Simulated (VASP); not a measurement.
Input of a VASP 6.6.1 run:

Contents of INCAR:

```
PREC = Accurate
ENCUT = 520
EDIFF = 1E-6
ISMEAR = 0
SIGMA = 0.1
LREAL = False
LASPH = True
NELM = 150
ALGO = Normal
ISIF = 2
LWAVE = False
LCHARG = True
ISPIN = 2
MAGMOM = 1 1 0
LORBIT = 11
LMAXMIX = 4
GGA = PE
LELF = True
LVHAR = True
NBANDS = 25
```

Contents of KPOINTS:

```
Automatic mesh
0
Gamma
  4 4 4
```

Contents of POSCAR:

```
Zr2Si
1.0
    0.0000000000      3.2624507236      3.2624507236
    3.2624507236      0.0000000000      3.2624507236
    3.2624507236      3.2624507236      0.0000000000
Zr Si
2 1
Direct
    0.0000000000      0.0000000000      0.0000000000
    0.2500000000      0.2500000000      0.2500000000
    0.7500000000      0.7500000000      0.7500000000
```

Potentials or basis: VASP PAW PBE potentials, release 64 (Zr_sv, Si).

The run is started by

```console
$ cat potpaw_PBE.64/Zr_sv/POTCAR potpaw_PBE.64/Si/POTCAR > POTCAR
$ mpirun -np 1 vasp_std > vasp.out
```

**Question.** Estimate the net moment.

**Answer.** 3.18 μB per cell.

**Question.** Predict the site moments.

**Answer.** Zr +0.98, +1.22; Si -0.03 μB.

Caveat: the k points lie up to 0.42 Å⁻¹ apart.
